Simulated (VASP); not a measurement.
SbRh3N4:

```
CELL_PARAMETERS angstrom
4.34323 0.00000 0.00000
0.00000 4.34323 0.00000
0.00000 0.00000 4.34323
ATOMIC_POSITIONS crystal
Sb 0.00000 0.00000 0.00000
Rh 0.00000 0.50000 0.50000
Rh 0.50000 0.00000 0.50000
Rh 0.50000 0.50000 0.00000
N 0.24983 0.24983 0.24983
N 0.75017 0.75017 0.24983
N 0.24983 0.75017 0.75017
N 0.75017 0.24983 0.75017
```

| Property | Result |
| --- | --- |
| Program | VASP 6.6.1 |
| Task | relaxation of cell and atoms |
| Functional | PBEsol |
| Potentials or basis | VASP PAW PBE potentials, release 64 (Sb, Rh_pv, N) |
| Cutoff | 600 eV |
| k mesh | 6 × 6 × 6 |
| Occupations | fermi-dirac, width 0.03 eV |
| Spin | no spin polarisation |

At the start: pressure 77.1 GPa; volume 10.24 Å³/atom.

Task: Where does the relaxation end?

Result: Over 11 steps the energy falls by 533.3 meV/atom and the volume is 12.97 Å³/atom (+26.6 %); space group P-43m (No. 215, to 0.05 Å).

The path:
```tsv
step	energy change (eV)	largest force (eV/Å)	pressure (GPa)	volume (Å³)
1	0.0000	1.2710	77.13	81.93
2	3.3470	0.6392	-32.76	155.39
3	-4.1183	0.7690	-5.65	106.39
4	-4.1644	0.7627	-2.10	104.27
5	-4.1692	0.7594	-0.37	103.32
6	-4.2403	0.3612	0.38	103.15
7	-4.2631	0.0157	1.36	102.97
8	-4.2619	0.0204	-1.61	104.65
9	-4.2665	0.0173	-0.03	103.74
10	-4.2665	0.0179	-0.06	103.76
11	-4.2665	0.0089	-0.08	103.76
```

Final structure:
```
CELL_PARAMETERS angstrom
4.69905 0.00000 0.00000
0.00000 4.69905 0.00000
0.00000 0.00000 4.69905
ATOMIC_POSITIONS crystal
Sb 0.00000 0.00000 0.00000
Rh 0.00000 0.50000 0.50000
Rh 0.50000 0.00000 0.50000
Rh 0.50000 0.50000 0.00000
N 0.26204 0.26204 0.26204
N 0.73796 0.73796 0.26204
N 0.26204 0.73796 0.73796
N 0.73796 0.26204 0.73796
```

Caveat: the volume moved by over 15 % at a fixed basis, so the end points are rough; the PAW data sets were made with another functional, which shifts forces and pressure a little.
